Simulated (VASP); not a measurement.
Input of a VASP 6.6.1 run:

Contents of INCAR:

```
  ALGO = Normal
  EDIFF = 1E-6
  ENCUT = 520
  GGA = PS
  GGA_COMPAT = False
  ISIF = 2
  ISMEAR = -1
  ISPIN = 2
  ISYM = -1
  KPAR = 1
  LASPH = True
  LCHARG = False
  LORBIT = 11
  LREAL = Auto
  LWAVE = False
  MAGMOM = 0 0 0 0.077 0 0 0 0 0 0 0 0 0 0.077 0 0.077 0 0 0 0 0 0 0.077 0 0.077 0 0.077 0 0 0 0 0 0 0 0 0 0 0 0 0.077 0 0.077 0 0.077 0 0 0 0 0 0 0.077 0 0 0 0 0 0 0 0 0 0.077 0 0.077 0 0.077
  NBANDS = 298
  NELM = 200
  PREC = Accurate
  SIGMA = 0.05
```

The input KPOINTS:

```
explicit points
1
Reciprocal
  0.25000000   0.25000000   0.25000000 1
```

File POSCAR:

```
Sr32HO32
1.0
   10.2454930000      0.0000000000      0.0000000000
    0.0000000000     10.2454930000      0.0000000000
    0.0000000000      0.0000000000     10.2454930000
O Sr H
32 32 1
Direct
    0.2501750000      0.0014000000      0.9992120000
    0.2500940000      0.0016470000      0.4996990000
    0.2500450000      0.5019130000      0.9994950000
    0.2463300000      0.5056380000      0.5034520000
    0.7502080000      0.0017350000      0.9995650000
    0.7505750000      0.0013780000      0.4995990000
    0.7505430000      0.5017680000      0.9992250000
    0.7502680000      0.5018760000      0.4997140000
    0.9998060000      0.2517850000      0.9992180000
    0.0000640000      0.2517070000      0.4996890000
    0.0001280000      0.7518160000      0.9995740000
    0.9997760000      0.7521700000      0.4995970000
    0.5002970000      0.2516520000      0.9994800000
    0.5040280000      0.2479050000      0.5034450000
    0.5001430000      0.7521340000      0.9992210000
    0.5002520000      0.7518820000      0.4996980000
    0.9997780000      0.0013710000      0.2496010000
    0.0001360000      0.0017510000      0.7496370000
    0.0000220000      0.5018850000      0.2495180000
    0.9997560000      0.5017940000      0.7500130000
    0.5002920000      0.0016090000      0.2495010000
    0.5001720000      0.0013510000      0.7500100000
    0.5039650000      0.5056000000      0.2458160000
    0.5002410000      0.5018540000      0.7497460000
    0.2463360000      0.2479010000      0.2457440000
    0.2500850000      0.2516890000      0.7497250000
    0.2500380000      0.7519100000      0.2494810000
    0.2501650000      0.7521680000      0.7499870000
    0.7503130000      0.2516290000      0.2494730000
    0.7505680000      0.2517710000      0.7499770000
    0.7505420000      0.7521280000      0.2496150000
    0.7501900000      0.7518040000      0.7496320000
    0.0001800000      0.0017950000      0.9996210000
    0.9998870000      0.0014990000      0.4996170000
    0.9998640000      0.5018040000      0.9993090000
    0.9995980000      0.5020020000      0.4998180000
    0.5001870000      0.0014520000      0.9992790000
    0.5003990000      0.0012010000      0.4998280000
    0.5003610000      0.5019790000      0.9990660000
    0.5021300000      0.5037500000      0.5015600000
    0.2499830000      0.2515920000      0.9990210000
    0.2482020000      0.2497710000      0.5015890000
    0.2501170000      0.7520760000      0.9993030000
    0.2499550000      0.7523550000      0.4998060000
    0.7504750000      0.2517370000      0.9992880000
    0.7507290000      0.2515720000      0.4997990000
    0.7501350000      0.7517390000      0.9996210000
    0.7504490000      0.7520640000      0.4996470000
    0.2499680000      0.0011880000      0.2493960000
    0.2501540000      0.0015030000      0.7498690000
    0.2481700000      0.5038150000      0.2475970000
    0.2499570000      0.5019900000      0.7501650000
    0.7504780000      0.0014570000      0.2495860000
    0.7501530000      0.0017780000      0.7495890000
    0.7506980000      0.5019670000      0.2494120000
    0.7504370000      0.5017970000      0.7498820000
    0.9996010000      0.2515840000      0.2494120000
    0.9998930000      0.2517810000      0.7498670000
    0.9998610000      0.7520690000      0.2495890000
    0.0001570000      0.7517650000      0.7495970000
    0.5022090000      0.2497190000      0.2475820000
    0.5003730000      0.2515630000      0.7501500000
    0.5003690000      0.7523440000      0.2493920000
    0.5001750000      0.7520540000      0.7498890000
    0.3750640000      0.3766730000      0.3744880000
```

Potentials or basis: VASP PAW PBE potentials, release 64 (O, Sr_sv, H).

Run with:

```sh
$ cat potpaw_PBE.64/O/POTCAR potpaw_PBE.64/Sr_sv/POTCAR potpaw_PBE.64/H/POTCAR > POTCAR
$ mpirun -np 4 vasp_std > vasp.out
```

Q: Predict the site moments.

A: O +0.00, +0.09, +0.10 (each value once); Sr -0.00, +0.00, +0.01 (each value once); H +0.23 μB.

Q: Estimate the largest force.

A: 0.021 eV/Å.

Q: What does it give for the band gap on the k mesh?

A: 0.90 eV.

Q: Estimate the pressure.

A: 1.0 GPa.

Forces on the atoms (eV/Å):
```
O    0.000  0.000  0.003
O    0.000 -0.002  0.000
O    0.002 -0.005 -0.001
O    0.012 -0.009 -0.012
O    0.000 -0.002  0.002
O   -0.002  0.001  0.001
O   -0.003 -0.003  0.004
O    0.001 -0.004 -0.002
O    0.002 -0.003  0.003
O   -0.001 -0.003  0.001
O    0.001 -0.003  0.001
O    0.002 -0.005  0.001
O   -0.001 -0.001  0.000
O   -0.011  0.014 -0.011
O    0.000 -0.003  0.004
O    0.000 -0.001 -0.001
O    0.003  0.002  0.001
O    0.002 -0.001 -0.001
O    0.000 -0.003  0.001
O    0.002 -0.003 -0.002
O   -0.001 -0.001  0.001
O   -0.001  0.003 -0.002
O   -0.011 -0.008  0.010
O    0.000 -0.003  0.000
O    0.010  0.013  0.009
O    0.000 -0.003  0.001
O    0.001 -0.002  0.001
O   -0.001 -0.003 -0.001
O    0.001 -0.001  0.002
O   -0.002 -0.002 -0.001
O   -0.003 -0.004  0.001
O    0.000 -0.003  0.000
Sr  -0.001  0.000 -0.003
Sr   0.000  0.001  0.001
Sr   0.001  0.003  0.001
Sr  -0.003  0.001 -0.002
Sr   0.001  0.003  0.002
Sr  -0.001 -0.002 -0.003
Sr   0.000  0.001 -0.005
Sr  -0.005 -0.003 -0.002
Sr   0.001  0.003 -0.004
Sr   0.002  0.006 -0.003
Sr   0.000  0.000  0.000
Sr   0.001  0.004 -0.002
Sr  -0.002  0.002  0.001
Sr   0.003  0.003 -0.001
Sr   0.002  0.003 -0.002
Sr  -0.001  0.000 -0.001
Sr   0.002 -0.002  0.001
Sr  -0.002  0.001  0.000
Sr   0.002 -0.004  0.005
Sr   0.002  0.001  0.002
Sr  -0.003  0.003 -0.002
Sr   0.002  0.000  0.001
Sr   0.005  0.001  0.000
Sr  -0.001  0.002 -0.001
Sr  -0.004  0.004  0.000
Sr   0.000  0.000 -0.001
Sr   0.001 -0.001 -0.002
Sr   0.000  0.003  0.000
Sr  -0.005  0.006  0.004
Sr   0.000  0.003  0.004
Sr  -0.001  0.005  0.001
Sr   0.001 -0.001 -0.002
H    0.001  0.001 -0.002
```

Caveat: the PAW data sets were made with another functional, which shifts forces and pressure a little.
